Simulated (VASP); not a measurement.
# Se: single point with r2SCAN

Se:

```
CELL_PARAMETERS angstrom
5.68100 3.27993 1.47633
-5.68100 3.27993 1.47633
0.00000 -6.55985 1.47633
ATOMIC_POSITIONS crystal
Se 0.28066 0.16251 0.91818
Se 0.91818 0.28066 0.16251
Se 0.16251 0.91818 0.28066
Se 0.71934 0.83749 0.08182
Se 0.08182 0.71934 0.83749
Se 0.83749 0.08182 0.71934
```

```
Program             : VASP 6.6.1
Task                : single point
Functional          : r2SCAN
Potentials or basis : VASP PAW PBE potentials, release 64 (Se)
Cutoff              : 520 eV
k mesh              : 6 × 6 × 6
Occupations         : gaussian, width 0.1 eV
Spin                : no spin polarisation
```

```
Pressure               : 1.2 GPa
Largest force          : 0.113 eV/Å
Band gap on the k mesh : 1.47 eV, indirect (least direct gap 1.67 eV)
```

Forces in eV/Å, atoms in the order of the input:
```
Se   0.061  0.080  0.053
Se  -0.099  0.013  0.053
Se   0.039 -0.092  0.053
Se  -0.061 -0.080 -0.053
Se   0.099 -0.013 -0.053
Se  -0.039  0.092 -0.053
```

Levels at points of the mesh, in eV from the valence-band top:
```csv
k point,band 15,band 16,band 17,band 18,band 19,band 20,band 21,band 22
"(0.00, 0.00, 0.00)",-0.79,-0.79,-0.73,-0.73,1.98,1.98,2.89,3.08
"(0.50, 0.00, 0.00)",-1.34,-0.93,-0.40,-0.35,1.95,2.12,2.88,3.30
"(0.50, 0.50, 0.00)",-1.44,-1.21,-0.95,-0.41,1.73,2.01,2.57,3.24
"(0.50, 0.50, 0.50)",-1.58,-1.33,-1.33,0.00,1.67,1.67,2.15,3.82
```

It took 18 min on 1 thread of AMD EPYC 7R43 64-Core Processor (Zen 3) (shared host), peak memory 0.38 GiB.

Caveat: the PAW data sets were made with another functional, which shifts forces and pressure a little. r2SCAN opens gaps a little over a GGA but as a rule still falls short of measured ones.
